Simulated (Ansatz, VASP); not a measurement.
# Two plane-wave programs on Ni

INCAR

```
SYSTEM = Ni
PREC = Accurate ; ENCUT = 520
EDIFF = 1E-6 ; ISMEAR = -1
SIGMA = 0.1 ; LREAL = .FALSE.
LASPH = .TRUE. ; NELM = 100
ALGO = Normal ; ISIF = 2
LWAVE = .FALSE. ; LCHARG = .FALSE.
GGA = PS ; NBANDS = 17
```

KPOINTS

```
Automatic mesh
0
G
  12 12 12
  0 0 0
```

The input POSCAR:

```
Ni
1.0
    0.0000000000      2.5665184181      2.5665184181
    2.5665184181      0.0000000000      2.5665184181
    2.5665184181      2.5665184181      0.0000000000
Ni
2
Direct
    0.1250000000      0.1250000000      0.1250000000
    0.8750000000      0.8750000000      0.8750000000
```

Input for Ansatz:

```yaml
crystal:
  lattice:
    - [0.0, 2.5665184181, 2.5665184181]
    - [2.5665184181, 0.0, 2.5665184181]
    - [2.5665184181, 2.5665184181, 0.0]
  atoms:
    - { symbol: Ni, position: [0.125, 0.125, 0.125] }
    - { symbol: Ni, position: [0.875, 0.875, 0.875] }
hamiltonian:
  xc: pbesol
  pseudopotentials:
    kind: paw
    azcp:
      Ni: "pseudopotentials/Ni.paw.azcp"
basis:
  ecutwfc: 420
  fft_grid_basis: typed
kpoints:
  mp_grid: { grid: [12, 12, 12], shift: [0, 0, 0] }
magnetization:
  spin_polarized: false
scf:
  occupations: { method: fermi_dirac, width: 0.1 }
  lower_state_search: "off"
output:
  stress: true
```

Alike in both runs: task single point; functional PBEsol; k mesh 12 × 12 × 12; occupations fermi-dirac, width 0.1 eV; no spin polarisation.

```csv
,VASP,Ansatz
version,VASP 6.6.1,Ansatz 0.2.0
potentials or method,"VASP PAW PBE potentials, release 64 (Ni), cutoff 520 eV","plane waves (420 eV) with PAW, scalar-relativistic"
valence electrons in the cell,20,36
```

Ansatz gave:

* pressure (GPa): -6.9

Question: What did VASP give for the same quantities?

Answer: Pressure (GPa): -6.8.

VASP's potentials were made for PBE, not for PBEsol, and Ansatz warns of the same on its side. VASP's potentials hold 20 valence electrons a cell and Ansatz's 36, so a difference there can come from the potentials and not from the codes.
